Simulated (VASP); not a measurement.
# BAs (I-4m2) in VASP: further runs

The runs below take BAs through single point, with PBE.

All numbers are computed with VASP 6.6.1; they aren't measurements. Logs are shortened: lines on timing, memory, paths and dates and some standing lists are left out, and cuts for length are marked.

### Step 1. The cell of the first run

It takes space group I-4m2 (No. 119, tetragonal). Conventional cell: a = 3.670 Å, b = 3.670 Å, c = 4.048 Å, α = 90.00°, β = 90.00°, γ = 90.00°. Within 2.8 Å of B (site symmetry -4m2) lie 4 As at 2.10 Å. Within 2.8 Å of As (site symmetry -4m2) lie 4 B at 2.10 Å.

### Step 2. Single point, PBE

The input, INCAR:

```
PREC     = Accurate       # precision mode
ENCUT    = 520            # plane-wave cutoff, eV
EDIFF    = 1E-6           # SCF threshold, eV
ISMEAR   = 0              # smearing method
SIGMA    = 0.05           # smearing width, eV
LREAL    = False          # projectors in reciprocal space
LASPH    = True           # aspherical terms in the spheres
NELM     = 100            # most SCF steps
ALGO     = Normal         # electronic algorithm
ISIF     = 2              # what is computed and relaxed
LWAVE    = False          # write WAVECAR
LCHARG   = True           # write CHGCAR
GGA      = PE             # functional
LELF     = True           # ELF
LVHAR    = True         
NBANDS   = 11             # bands
```

The input, KPOINTS:

```
Automatic mesh
0
Gamma
  12 12 12
```

The input, POSCAR:

```
BAs
1.0
    0.0000000000      2.5947391905      2.0238965686
    2.5947391905      0.0000000000      2.0238965686
    2.5947391905      2.5947391905      0.0000000000
B As
1 1
Direct
    0.0000000000      0.0000000000      0.0000000000
    0.7500000000      0.7500000000      0.7500000000
```

Potentials or basis: VASP PAW PBE potentials, release 64 (B, As).

Started as:

```
$ cat potpaw_PBE.64/B/POTCAR potpaw_PBE.64/As/POTCAR > POTCAR
$ mpirun -np 1 vasp_std > vasp.out
```

OUTCAR:

```text
PREC = Accurate
   ENCUT = 520
   EDIFF = 1E-6
   ISMEAR = 0
   LREAL = False
   LASPH = True
   NELM = 100
   ISIF = 2
   GGA = PE

 ion  position               nearest neighbor table
   1  0.000  0.000  0.000-   2 2.10   2 2.10   2 2.10   2 2.10
   2  0.750  0.750  0.750-   1 2.10   1 2.10   1 2.10   1 2.10

  LATTYP: Found a body centered tetragonal cell.
 ALAT       =     3.6695153540
 C/A-ratio  =     1.1030865787

  Lattice vectors:

 A1 = (   0.0000000000,  -2.5947391905,  -2.0238965686)
 A2 = (   0.0000000000,   2.5947391905,  -2.0238965686)
 A3 = (   2.5947391905,   0.0000000000,   2.0238965686)

Analysis of symmetry for initial positions (statically):
=====================================================================
 Subroutine PRICEL returns:
 Original cell was already a primitive cell.

 Routine SETGRP: Setting up the symmetry group for a
 body centered tetragonal supercell.

 Subroutine GETGRP returns: Found  8 space group operations
 (whereof  8 operations were pure point group operations)
 out of a pool of 16 trial point group operations.

The static configuration has the point symmetry D_2d.

Analysis of symmetry for dynamics (positions and initial velocities):
=====================================================================
 Subroutine PRICEL returns:
 Original cell was already a primitive cell.

 Routine SETGRP: Setting up the symmetry group for a
 body centered tetragonal supercell.

 Subroutine GETGRP returns: Found  8 space group operations
 (whereof  8 operations were pure point group operations)
 out of a pool of 16 trial point group operations.

The dynamic configuration has the point symmetry D_2d.

 Subroutine INISYM returns: Found  8 space group operations
 (whereof  8 operations are pure point group operations),
 and found     1 'primitive' translations

----------------------------------------------------------------------------------------

                                     Primitive cell

  volume of cell :      27.2525

  direct lattice vectors                    reciprocal lattice vectors
     0.000000000  2.594739190  2.023896569    -0.192697594  0.192697594  0.247048198
     2.594739190  0.000000000  2.023896569     0.192697594 -0.192697594  0.247048198
     2.594739190  2.594739190  0.000000000     0.192697594  0.192697594 -0.247048198

  length of vectors
     3.290718582  3.290718582  3.669515354     0.367828136  0.367828136  0.367828136

  position of ions in fractional coordinates (direct lattice)
     0.000000000  0.000000000  0.000000000
     0.750000000  0.750000000  0.750000000

  ion indices of the primitive-cell ions
   primitive index   ion index
                 1           1
                 2           2

----------------------------------------------------------------------------------------

 KPOINTS: Automatic mesh

Automatic generation of k-mesh.
 Grid dimensions read from file:
 generate k-points for:   12   12   12

 Generating k-lattice:

  Cartesian coordinates                     Fractional coordinates (reciprocal lattice)
    -0.016058133  0.016058133  0.020587350     0.083333333  0.000000000  0.000000000
     0.016058133 -0.016058133  0.020587350     0.000000000  0.083333333  0.000000000
     0.016058133  0.016058133 -0.020587350     0.000000000  0.000000000  0.083333333

  Length of vectors
     0.030652345  0.030652345  0.030652345

  Shift w.r.t. Gamma in fractional coordinates (k-lattice)
     0.000000000  0.000000000  0.000000000

 Subroutine IBZKPT returns following result:
 ===========================================

 Found    163 irreducible k-points:

 Following reciprocal coordinates:
            Coordinates               Weight
  0.000000  0.000000  0.000000      1.000000
  0.083333  0.000000  0.000000      8.000000
  0.166667  0.000000  0.000000      8.000000
  0.250000  0.000000  0.000000      8.000000
  0.333333  0.000000  0.000000      8.000000
  0.416667  0.000000  0.000000      8.000000
[... 16 lines left out ...]
  0.500000  0.166667  0.000000      8.000000
 -0.416667  0.166667  0.000000      8.000000
 [... further k-points ...]
   k-points           NKPTS =    163   k-points in BZ     NKDIM =    163   number of bands    NBANDS=     11
   number of dos      NEDOS =    301   number of ions     NIONS =      2
   total plane-waves  NPLWV =  16128
   dimension x,y,z NGX =    24 NGY =   24 NGZ =   28
   dimension x,y,z NGXF=    48 NGYF=   48 NGZF=   56
   ions per type =               1   1
   NGX,Y,Z   is equivalent  to a cutoff of  12.12, 12.12, 12.69 a.u.
   NGXF,Y,Z  is equivalent  to a cutoff of  24.25, 24.25, 25.37 a.u.
 SYSTEM =  unknown system
   PREC   = accura    normal or accurate (medium, high low for compatibility)
   ISTART =      0    job   : 0-new  1-cont  2-samecut
   ICHARG =      2    charge: 1-file 2-atom 10-const
   ISPIN  =      1    spin polarized calculation?
   LNONCOLLINEAR =      F non collinear calculations
   LSORBIT =      F    spin-orbit coupling
   LASPH  =      T    aspherical Exc in radial PAW
   ENCUT  =  520.0 eV  38.22 Ry    6.18 a.u.   6.12  6.12  6.82*2*pi/ulx,y,z
   NELM   =    100;   NELMIN=  2; NELMDL= -5     # of ELM steps
   EDIFF  = 0.1E-05   stopping-criterion for ELM
   LREAL  =      F    real-space projection
   EDIFFG = 0.1E-04   stopping-criterion for IOM
   NSW    =      0    number of steps for IOM
   IBRION =     -1    ionic relax: 0-MD 1-quasi-New 2-CG
   NFREE  =      0    steps in history (QN), initial steepest desc. (CG)
   ISIF   =      2    stress and relaxation
   ISYM   =      2    0-nonsym 1-usesym 2-fastsym
   POTIM  = 0.5000    time-step for ionic-motion
   TEBEG  =    0.0;   TEEND  =   0.0 temperature during run
   PSTRESS=    0.0 pullay stress
   NELECT =       8.0000    total number of electrons
   NUPDOWN=      -1.0000    fix difference up-down
   EMIN   =  10.00;   EMAX   =-10.00  energy-range for DOS
   EFERMI =   0.00;   METHOD = LEGACY
   ISMEAR =     0;   SIGMA  =   0.05  broadening in eV -4-tet -1-fermi 0-gaus
   EFERMI_NEDOS =   21; number of points for ismear=-14 and -15
   IALGO  =     38    algorithm
   IMIX   =      4    mixing-type and parameters
     AMIX     =   0.40;   BMIX     =  1.00
     AMIX_MAG =   1.60;   BMIX_MAG =  1.00
  volume/ion in A,a.u.               =      13.63        91.95
  Fermi-wavevector in a.u.,A,eV,Ry     =   1.088018  2.056057 16.106360  1.183784
  Thomas-Fermi vector in A             =   2.224191
   LORBIT       =      0    0 simple, 1 ext, 2 COOP (PROOUT), +10 PAW based schemes
   GGA     = PE    functional components
   LHFCALC =     F    Hartree Fock is set to
   AEXX    =    0.0000 exact exchange contribution
   IVDW    =     0    specifies the selected vdW correction
   LEPSILON=     F    determine dielectric tensor
   LRPA    =     F    only Hartree local field effects (RPA)
 non-spin polarized calculation
 Gauss-broadening in eV      SIGMA  =   0.05
  energy-cutoff  :      520.00
  volume of cell :       27.25
 maximum number of plane-waves:       748
   NGX = 13   NGY = 13   NGZ = 13

 number of electron       8.0000000 magnetization

 Free energy of the ion-electron system (eV)
  ---------------------------------------------------
  ext. energy  EPLUGINS =         0.00000000
  ---------------------------------------------------
  free energy    TOTEN  =       -10.89477658 eV

  energy without entropy =      -10.89423098  energy(sigma->0) =      -10.89450378

 E-fermi :   6.1074     XC(G=0): -10.6718

 val. band max:        6.0973183877   @ k =   0.4167   0.3333   0.0833
 cond. band min:       6.1114966046   @ k =   0.1667   0.0000   0.0833
 fundamental gap:      0.0141782169
 Fermi energy:         6.1073789848

 k-point     1 :       0.0000    0.0000    0.0000
  band No.  band energies     occupation
      1      -9.2157      2.00000
      2       5.5135      2.00000
      3       5.5135      2.00000
      4       7.4042      0.00000
      5       8.7529      0.00000
      6      10.3152      0.00000
      7      10.3799      0.00000
      8      10.3799      0.00000
      9      16.0216      0.00000
     10      16.0345      0.00000
     11      18.4471      0.00000

 k-point     2 :       0.0833    0.0000    0.0000
  band No.  band energies     occupation
      1      -9.0977      2.00000
      2       4.8619      2.00000
      3       5.2699      2.00000
      4       6.9113      0.00000
      5       8.7251      0.00000
      6      10.3032      0.00000
      7      10.5334      0.00000
      8      11.2927      0.00000
      9      15.8559      0.00000
     10      16.4681      0.00000
     11      17.5537      0.00000

 k-point     3 :       0.1667    0.0000    0.0000
  band No.  band energies     occupation
      1      -8.7475      2.00000
      2       3.2347      2.00000
      3       4.7161      2.00000
      4       6.3392      0.00000
      5       8.4900      0.00000
      6      10.6153      0.00000
      7      10.6929      0.00000
      8      12.8249      0.00000
      9      16.0857      0.00000
     10      16.4917      0.00000
     11      18.2016      0.00000

 k-point     4 :       0.2500    0.0000    0.0000
  band No.  band energies     occupation
      1      -8.1797      2.00000
      2       1.3430      2.00000
      3       4.1178      2.00000
      4       5.9160      2.00000
      5       8.0761      0.00000
      6      10.5581      0.00000
      7      11.2566      0.00000
      8      14.2960      0.00000
      9      16.3586      0.00000
     10      17.1830      0.00000
     11      19.7381      0.00000

 k-point     5 :       0.3333    0.0000    0.0000
  band No.  band energies     occupation
      1      -7.4354      2.00000
      2      -0.4469      2.00000
      3       3.6264      2.00000
      4       5.6078      2.00000
      5       7.6868      0.00000
      6      10.2740      0.00000
      7      12.0067      0.00000
      8      15.3372      0.00000
      9      16.7426      0.00000
     10      18.9278      0.00000
     11      20.7831      0.00000
[... 211 lines left out ...]
 k-point    21 :       0.3333    0.1667    0.0000
  band No.  band energies     occupation
      1      -7.1716      2.00000
      2       0.4055      2.00000
      3       2.6930      2.00000
      4       4.1342      2.00000
      5       7.2316      0.00000
      6      10.8585      0.00000
      7      12.1130      0.00000
      8      13.6360      0.00000
      9      19.1605      0.00000
     10      19.3974      0.00000
     11      20.6351      0.00000

 k-point    22 :       0.4167    0.1667    0.0000
  band No.  band energies     occupation
      1      -6.3844      2.00000
      2      -1.1656      2.00000
      3       2.4170      2.00000
      4       3.8568      2.00000
      5       7.6465      0.00000
      6      10.9484      0.00000
      7      11.8884      0.00000
      8      13.5469      0.00000
      9      19.5600      0.00000
     10      21.0142      0.00000
     11      21.2990      0.00000

 k-point    23 :       0.5000    0.1667    0.0000
  band No.  band energies     occupation
      1      -5.8299      2.00000
      2      -2.0922      2.00000
      3       2.3584      2.00000
      4       3.6376      2.00000
      5       7.7757      0.00000
      6      11.6563      0.00000
      7      11.7191      0.00000
      8      13.3465      0.00000
      9      19.3376      0.00000
     10      21.2402      0.00000
     11      21.8005      0.00000

 k-point    24 :      -0.4167    0.1667    0.0000
  band No.  band energies     occupation
      1      -6.0550      2.00000
      2      -1.8221      2.00000
      3       2.5215      2.00000
      4       3.5034      2.00000
      5       7.7980      0.00000
      6      11.6739      0.00000
      7      12.3331      0.00000
      8      13.7548      0.00000
      9      18.1214      0.00000
     10      19.8881      0.00000
     11      20.7359      0.00000

 [... further k-points ...]
[... 5 lines left out ...]
  --------------------------------------------------------------------------------------
  -------------------------------------------------------------------------------------
  Total       -1.3146352     -1.3146352      3.4614345      0.0000000      0.0000000     -0.0000000
  in kB      -77.2876533    -77.2876533    203.4983881      0.0000000      0.0000000     -0.0000000
  external PRESSURE =      16.3076939 kB  Pullay stress =       0.0000000 kB

 VOLUME and BASIS-vectors are now :
 -----------------------------------------------------------------------------
  energy-cutoff  :      520.00
  volume of cell :       27.25
      direct lattice vectors                 reciprocal lattice vectors
     0.000000000  2.594739190  2.023896569    -0.192697594  0.192697594  0.247048198
     2.594739190  0.000000000  2.023896569     0.192697594 -0.192697594  0.247048198
     2.594739190  2.594739190  0.000000000     0.192697594  0.192697594 -0.247048198

 POSITION                                       TOTAL-FORCE (eV/Angst)
 -----------------------------------------------------------------------------------
      0.00000      0.00000      0.00000        -0.000000     -0.000000      0.000000
      3.89211      3.89211      3.03584         0.000000      0.000000     -0.000000
 -----------------------------------------------------------------------------------
    total drift:                                0.000000      0.000000      0.000000

  FREE ENERGIE OF THE ION-ELECTRON SYSTEM (eV)
  ---------------------------------------------------
  free  energy   TOTEN  =       -10.8947765767 eV

  energy  without entropy=      -10.8942309818  energy(sigma->0) =      -10.89450378
```

Run time: 24 s. Hardware: 1 thread of Intel Xeon 6975P-C, shared host; peak memory 0.18 GiB.

What came out:

```
Free energy            : -10.8948 eV
Pressure               : 1.6 GPa
Band gap on the k mesh : zero (band 4 reaches 7.40 eV, above the bottom of band 5 at 5.35 eV)
```

Stress tensor (GPa, compression positive):
```
-7.73  0.00  0.00
 0.00 -7.73  0.00
 0.00  0.00 20.35
```

### Step 3. Single point, PBE

This run uses another cell than the first one, of the same volume but with other edges.

The input, INCAR:

```
SYSTEM = BAs
PREC = Accurate ; ENCUT = 520
EDIFF = 1E-6 ; ISMEAR = 0
SIGMA = 0.05 ; LREAL = .FALSE.
LASPH = .TRUE. ; NELM = 60
ALGO = Normal ; ISIF = 2
LWAVE = .FALSE. ; LCHARG = .FALSE.
GGA = PE ; NBANDS = 11
```

The input, KPOINTS:

```
regular mesh
0
G
  12 12 12
  0 0 0
```

The input, POSCAR:

```
BAs
1.0
    0.0000000000      2.1884877912      2.8450341286
    2.1884877912      0.0000000000      2.8450341286
    2.1884877912      2.1884877912      0.0000000000
B As
1 1
Direct
    0.0000000000      0.0000000000      0.0000000000
    0.7500000000      0.7500000000      0.7500000000
```

Potentials or basis: VASP PAW PBE potentials, release 64 (B, As).

Started as:

```
$ cat potpaw_PBE.64/B/POTCAR potpaw_PBE.64/As/POTCAR > POTCAR
$ mpirun -np 1 vasp_std > vasp.out
```

It took 34 s on 1 thread of Intel Xeon 6975P-C, shared host; peak memory 0.19 GiB.

The run converged. Its results:

- Free energy: -10.4229 eV
- Pressure: 3.9 GPa
- Band gap on the k mesh: zero (band 4 reaches 7.30 eV, above the bottom of band 5 at 6.47 eV)

Stress tensor (GPa, compression positive):
```
 26.70   0.00   0.00
  0.00  26.70   0.00
  0.00   0.00 -41.60
```

Levels at points of the mesh, in eV from the Fermi level:
```tsv
k point	band 1	band 2	band 3	band 4	band 5	band 6	band 7	band 8	band 9
(0.00, 0.00, 0.00)	-16.03	-2.83	0.48	0.48	2.46	2.52	2.52	4.03	8.87
(0.50, 0.00, 0.00)	-13.03	-9.34	-4.06	-0.53	-0.22	5.26	5.75	8.42	11.07
(0.50, 0.50, 0.00)	-13.24	-10.34	-2.78	-2.78	2.92	3.25	9.86	9.99	9.99
(0.50, 0.00, 0.50)	-10.96	-8.35	-5.47	-4.94	-0.14	0.07	7.46	9.44	10.26
```
